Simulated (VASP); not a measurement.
# SnSe (CsCl type) (Pm-3m) in VASP: a series of runs, part 2 of 2

VASP 6.6.1.

### Step 3. Single point, PBE

The input, INCAR:

```
SYSTEM = SnSe
ALGO = Normal ; EDIFF = 1E-6
ENCUT = 520 ; GGA = PE
ISIF = 2 ; ISMEAR = -1
LASPH = .True. ; LCHARG = .False.
LREAL = .False. ; LWAVE = .False.
NBANDS = 17 ; NELM = 100
PREC = Accurate ; SIGMA = 0.1
```

The input, KPOINTS:

```
k-points
0
Gamma
  14 14 14
  0 0 0
```

The input, POSCAR:

```
SnSe
1.0
    3.6800460442      0.0000000000      0.0000000000
    0.0000000000      3.6800460442      0.0000000000
    0.0000000000      0.0000000000      3.6800460442
Sn Se
1 1
Direct
    0.0000000000      0.0000000000      0.0000000000
    0.5000000000      0.5000000000      0.5000000000
```

Potentials or basis: VASP PAW PBE potentials, release 64 (Sn_d, Se).

Started as:

```sh
cat potpaw_PBE.64/Sn_d/POTCAR potpaw_PBE.64/Se/POTCAR > POTCAR
mpirun -np 1 vasp_std > vasp.out
```

OUTCAR:

```text
SYSTEM = SnSe
   EDIFF = 1E-6
   ENCUT = 520
   GGA = PE
   ISIF = 2
   ISMEAR = -1
   LASPH = .True.
   LREAL = .False.
   NELM = 100
   PREC = Accurate

 ion  position               nearest neighbor table
   1  0.000  0.000  0.000-   2 3.19   2 3.19   2 3.19   2 3.19   2 3.19   2 3.19   2 3.19   2 3.19

   2  0.500  0.500  0.500-   1 3.19   1 3.19   1 3.19   1 3.19   1 3.19   1 3.19   1 3.19   1 3.19

  LATTYP: Found a simple cubic cell.
 ALAT       =     3.6800460442

  Lattice vectors:

 A1 = (   3.6800460442,   0.0000000000,   0.0000000000)
 A2 = (   0.0000000000,   3.6800460442,   0.0000000000)
 A3 = (   0.0000000000,   0.0000000000,   3.6800460442)

Analysis of symmetry for initial positions (statically):
=====================================================================
 Subroutine PRICEL returns:
 Original cell was already a primitive cell.

 Routine SETGRP: Setting up the symmetry group for a
 simple cubic supercell.

 Subroutine GETGRP returns: Found 48 space group operations
 (whereof 48 operations were pure point group operations)
 out of a pool of 48 trial point group operations.

The static configuration has the point symmetry O_h .

Analysis of symmetry for dynamics (positions and initial velocities):
=====================================================================
 Subroutine PRICEL returns:
 Original cell was already a primitive cell.

 Routine SETGRP: Setting up the symmetry group for a
 simple cubic supercell.

 Subroutine GETGRP returns: Found 48 space group operations
 (whereof 48 operations were pure point group operations)
 out of a pool of 48 trial point group operations.

The dynamic configuration has the point symmetry O_h .

 Subroutine INISYM returns: Found 48 space group operations
 (whereof 48 operations are pure point group operations),
 and found     1 'primitive' translations

----------------------------------------------------------------------------------------

                                     Primitive cell

  volume of cell :      49.8379

  direct lattice vectors                    reciprocal lattice vectors
     3.680046044  0.000000000  0.000000000     0.271735730  0.000000000  0.000000000
     0.000000000  3.680046044  0.000000000     0.000000000  0.271735730  0.000000000
     0.000000000  0.000000000  3.680046044     0.000000000  0.000000000  0.271735730

  length of vectors
     3.680046044  3.680046044  3.680046044     0.271735730  0.271735730  0.271735730

  position of ions in fractional coordinates (direct lattice)
     0.000000000  0.000000000  0.000000000
     0.500000000  0.500000000  0.500000000

  ion indices of the primitive-cell ions
   primitive index   ion index
                 1           1
                 2           2

----------------------------------------------------------------------------------------

 KPOINTS: k-points

Automatic generation of k-mesh.
 Grid dimensions read from file:
 generate k-points for:   14   14   14

 Generating k-lattice:

  Cartesian coordinates                     Fractional coordinates (reciprocal lattice)
     0.019409695  0.000000000  0.000000000     0.071428571  0.000000000  0.000000000
     0.000000000  0.019409695  0.000000000     0.000000000  0.071428571  0.000000000
     0.000000000  0.000000000  0.019409695     0.000000000  0.000000000  0.071428571

  Length of vectors
     0.019409695  0.019409695  0.019409695

  Shift w.r.t. Gamma in fractional coordinates (k-lattice)
     0.000000000  0.000000000  0.000000000

 Subroutine IBZKPT returns following result:
 ===========================================

 Found    120 irreducible k-points:

 Following reciprocal coordinates:
            Coordinates               Weight
  0.000000  0.000000  0.000000      1.000000
  0.071429  0.000000  0.000000      6.000000
  0.142857  0.000000  0.000000      6.000000
  0.214286  0.000000  0.000000      6.000000
  0.285714  0.000000  0.000000      6.000000
  0.357143  0.000000  0.000000      6.000000
[... 16 lines left out ...]
  0.285714  0.214286  0.000000     24.000000
  0.357143  0.214286  0.000000     24.000000
 [... further k-points ...]
   k-points           NKPTS =    120   k-points in BZ     NKDIM =    120   number of bands    NBANDS=     17
   number of dos      NEDOS =    301   number of ions     NIONS =      2
   total plane-waves  NPLWV =  21952
   dimension x,y,z NGX =    28 NGY =   28 NGZ =   28
   dimension x,y,z NGXF=    56 NGYF=   56 NGZF=   56
   ions per type =               1   1
   NGX,Y,Z   is equivalent  to a cutoff of  12.65, 12.65, 12.65 a.u.
   NGXF,Y,Z  is equivalent  to a cutoff of  25.30, 25.30, 25.30 a.u.
 SYSTEM =  SnSe
   PREC   = accura    normal or accurate (medium, high low for compatibility)
   ISTART =      0    job   : 0-new  1-cont  2-samecut
   ICHARG =      2    charge: 1-file 2-atom 10-const
   ISPIN  =      1    spin polarized calculation?
   LNONCOLLINEAR =      F non collinear calculations
   LSORBIT =      F    spin-orbit coupling
   LASPH  =      T    aspherical Exc in radial PAW
   ENCUT  =  520.0 eV  38.22 Ry    6.18 a.u.   6.84  6.84  6.84*2*pi/ulx,y,z
   NELM   =    100;   NELMIN=  2; NELMDL= -5     # of ELM steps
   EDIFF  = 0.1E-05   stopping-criterion for ELM
   LREAL  =      F    real-space projection
   EDIFFG = 0.1E-04   stopping-criterion for IOM
   NSW    =      0    number of steps for IOM
   IBRION =     -1    ionic relax: 0-MD 1-quasi-New 2-CG
   NFREE  =      0    steps in history (QN), initial steepest desc. (CG)
   ISIF   =      2    stress and relaxation
   ISYM   =      2    0-nonsym 1-usesym 2-fastsym
   POTIM  = 0.5000    time-step for ionic-motion
   TEBEG  =    0.0;   TEEND  =   0.0 temperature during run
   PSTRESS=    0.0 pullay stress
   NELECT =      20.0000    total number of electrons
   NUPDOWN=      -1.0000    fix difference up-down
   EMIN   =  10.00;   EMAX   =-10.00  energy-range for DOS
   EFERMI =   0.00;   METHOD = LEGACY
   ISMEAR =    -1;   SIGMA  =   0.10  broadening in eV -4-tet -1-fermi 0-gaus
   EFERMI_NEDOS =   21; number of points for ismear=-14 and -15
   IALGO  =     38    algorithm
   IMIX   =      4    mixing-type and parameters
     AMIX     =   0.40;   BMIX     =  1.00
     AMIX_MAG =   1.60;   BMIX_MAG =  1.00
  volume/ion in A,a.u.               =      24.92       168.16
  Fermi-wavevector in a.u.,A,eV,Ry     =   1.207531  2.281902 19.839074  1.458131
  Thomas-Fermi vector in A             =   2.343166
   LORBIT       =      0    0 simple, 1 ext, 2 COOP (PROOUT), +10 PAW based schemes
   GGA     = PE    functional components
   LHFCALC =     F    Hartree Fock is set to
   AEXX    =    0.0000 exact exchange contribution
   IVDW    =     0    specifies the selected vdW correction
   LEPSILON=     F    determine dielectric tensor
   LRPA    =     F    only Hartree local field effects (RPA)
 non-spin polarized calculation
  energy-cutoff  :      520.00
  volume of cell :       49.84
 maximum number of plane-waves:      1376
 NGX is ok and might be reduce to    28
   NGX = 13   NGY = 13   NGZ = 13

 number of electron      19.9999993 magnetization

 Free energy of the ion-electron system (eV)
  ---------------------------------------------------
  ext. energy  EPLUGINS =         0.00000000
  ---------------------------------------------------
  free energy    TOTEN  =        -7.72908641 eV

  energy without entropy =       -7.69725178  energy(sigma->0) =       -7.71316909

 E-fermi :   6.2321     XC(G=0): -10.1750

 val. band max:        6.2116592061   @ k =   0.3571   0.0714   0.0714
 cond. band min:       6.2370701676   @ k =   0.1429   0.1429   0.1429
 fundamental gap:      0.0254109615
 Fermi energy:         6.2320552924

 k-point     1 :       0.0000    0.0000    0.0000
  band No.  band energies     occupation
      1     -15.3975      2.00000
      2     -15.3975      2.00000
      3     -15.3236      2.00000
      4     -15.3236      2.00000
      5     -15.3236      2.00000
      6      -7.4689      2.00000
[... 9 lines left out ...]
     16      18.6808      0.00000
     17      18.6808      0.00000
[... 441 lines left out ...]
 k-point    24 :       0.3571    0.2143    0.0000
  band No.  band energies     occupation
      1     -15.3807      2.00000
      2     -15.3502      2.00000
      3     -15.3402      2.00000
      4     -15.3380      2.00000
      5     -15.3292      2.00000
      6      -6.4622      2.00000
[... 9 lines left out ...]
     16      16.0959      0.00000
     17      17.1453      0.00000

 [... further k-points ...]

------------------------ aborting loop because EDIFF is reached ----------------------------------------

  FORCE on cell =-STRESS in cart. coord.  units (eV):
  Direction    XX          YY          ZZ          XY          YZ          ZX
  --------------------------------------------------------------------------------------
  -------------------------------------------------------------------------------------
  Total       -0.0005519     -0.0005519     -0.0005519      0.0000000      0.0000000     -0.0000000
  in kB       -0.0177427     -0.0177427     -0.0177427      0.0000000      0.0000000     -0.0000000
  external PRESSURE =      -0.0177427 kB  Pullay stress =       0.0000000 kB

 VOLUME and BASIS-vectors are now :
 -----------------------------------------------------------------------------
  energy-cutoff  :      520.00
  volume of cell :       49.84
      direct lattice vectors                 reciprocal lattice vectors
     3.680046044  0.000000000  0.000000000     0.271735730  0.000000000  0.000000000
     0.000000000  3.680046044  0.000000000     0.000000000  0.271735730  0.000000000
     0.000000000  0.000000000  3.680046044     0.000000000  0.000000000  0.271735730

 POSITION                                       TOTAL-FORCE (eV/Angst)
 -----------------------------------------------------------------------------------
      0.00000      0.00000      0.00000         0.000000      0.000000      0.000000
      1.84002      1.84002      1.84002         0.000000      0.000000      0.000000
 -----------------------------------------------------------------------------------
    total drift:                               -0.000000      0.000000     -0.000000

  FREE ENERGIE OF THE ION-ELECTRON SYSTEM (eV)
  ---------------------------------------------------
  free  energy   TOTEN  =        -7.7290864056 eV

  energy  without entropy=       -7.6972517757  energy(sigma->0) =       -7.71316909
```

OSZICAR:

```text
N       E                     dE             d eps       ncg     rms          rms(c)
DAV:   1     0.132293048804E+03    0.13229E+03   -0.97991E+03  4176   0.150E+03
DAV:   2     0.425540664576E+01   -0.12804E+03   -0.12395E+03  4426   0.353E+02
DAV:   3    -0.770293170685E+01   -0.11958E+02   -0.11788E+02  5031   0.920E+01
DAV:   4    -0.799419058086E+01   -0.29126E+00   -0.29098E+00  4825   0.150E+01
DAV:   5    -0.800184577185E+01   -0.76552E-02   -0.76547E-02  5575   0.244E+00    0.296E+00
DAV:   6    -0.773295877992E+01    0.26889E+00   -0.64546E-01  5794   0.490E+00    0.167E+00
DAV:   7    -0.773046853861E+01    0.24902E-02   -0.62547E-02  4537   0.122E+00    0.931E-01
DAV:   8    -0.772935020467E+01    0.11183E-02   -0.78373E-03  4655   0.720E-01    0.123E-01
DAV:   9    -0.772905626831E+01    0.29394E-03   -0.13910E-03  5394   0.257E-01    0.485E-02
DAV:  10    -0.772908584544E+01   -0.29577E-04   -0.11713E-04  4476   0.700E-02    0.106E-02
DAV:  11    -0.772908640555E+01   -0.56011E-06   -0.81646E-06  5389   0.178E-02
   1 F= -.77290864E+01 E0= -.77131691E+01  d E =-.318346E-01
```

stdout:

```text
POSCAR found type information on POSCAR SnSe
 POSCAR found :  2 types and       2 ions
 scaLAPACK will be used
 LDA part: xc-table for (Slater+PW92), standard interpolation
 POSCAR, INCAR and KPOINTS ok, starting setup
 FFT: planning ... GRIDC
 FFT: planning ... GRID_SOFT
 FFT: planning ... GRID
 WAVECAR not read
 entering main loop
```

It took 25 s on 1 thread of Intel Xeon 6975P-C (Granite Rapids), shared host; peak memory 0.23 GiB.

Results:

- Free energy: -7.7291 eV
- Pressure: 0.0 GPa
- Band gap on the k mesh: zero (band 10 reaches 6.48 eV, above the bottom of band 11 at 5.14 eV)

Levels at points of the mesh, in eV from the Fermi level:
```tsv
k point	band 6	band 7	band 8	band 9	band 10	band 11	band 12	band 13	band 14	band 15
(0.00, 0.00, 0.00)	-13.70	-5.79	-1.89	-1.89	-1.89	4.37	4.37	5.99	5.99	5.99
(0.50, 0.00, 0.00)	-12.71	-8.36	-0.63	-0.63	-0.13	0.36	3.07	3.07	6.37	7.44
(0.50, 0.50, 0.00)	-12.04	-6.10	-4.99	-4.99	-0.21	4.05	4.05	4.70	6.43	8.52
(0.50, 0.50, 0.50)	-11.65	-4.54	-3.01	-3.01	-3.01	-1.09	-1.09	-1.09	13.89	13.89
```

Caveat: spin-orbit coupling is left out, which moves the levels of the heavy elements.
